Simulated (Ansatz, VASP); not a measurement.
**ZrN: VASP beside Ansatz**

INCAR

```
SYSTEM = ZrN
PREC = Accurate
ENCUT = 520
EDIFF = 1E-8
ISMEAR = -1
SIGMA = 0.03
LREAL = .FALSE.
LASPH = .TRUE.
NELM = 120
ALGO = Normal
ISIF = 2
LWAVE = .FALSE.
LCHARG = .FALSE.
LEFG = .TRUE.
NBANDS = 16
GGA_COMPAT = .FALSE.
```

KPOINTS

```
Automatic mesh
0
G
  9 9 9
  0 0 0
```

POSCAR

```
ZrN
1.0
    0.0000000000      2.2765903777      2.2765903777
    2.2765903777      0.0000000000      2.2765903777
    2.2765903777      2.2765903777      0.0000000000
Zr N
1 1
Direct
    0.0000000000      0.0000000000      0.0000000000
    0.5000000000      0.5000000000      0.5000000000
```

Input for Ansatz:

```yaml
crystal:
  lattice:
    - [0.0, 2.2765903777, 2.2765903777]
    - [2.2765903777, 0.0, 2.2765903777]
    - [2.2765903777, 2.2765903777, 0.0]
  atoms:
    - { symbol: Zr, position: [0.0, 0.0, 0.0] }
    - { symbol: "N", position: [0.5, 0.5, 0.5] }
kpoints:
  mp_grid: { grid: [9, 9, 9] }
scf:
  occupations: { method: fermi_dirac, width: 0.03 }
hamiltonian:
  xc: lda
  pseudopotentials: { kind: all_electron, datasets: crystal }
output:
  forces: true
  stress: true
  eigenvalues: true
  efg: { contact_densities: true }
```

Change from the starting cell: volume scaled by 0.99, crystal datasets.

Alike in both runs: task electric field gradients; functional LDA; k mesh 9 × 9 × 9; occupations fermi-dirac, width 0.03 eV; no spin polarisation.

|  | VASP | Ansatz |
| --- | --- | --- |
| version | VASP 6.6.1 | Ansatz 0.2.0 |
| potentials or method | VASP PAW LDA potentials, release 64 (Zr_sv, N), cutoff 520 eV | all-electron PAW with datasets made for the crystal, scalar-relativistic |

```csv
,VASP,Ansatz,Ansatz less VASP
pressure (GPa),-4.4,-5.1,-0.68
```

LDA's correlation is that of Perdew and Zunger in VASP and of Perdew and Wang (1992) in Ansatz. Ansatz ran all-electron here, and VASP with PAW potentials.
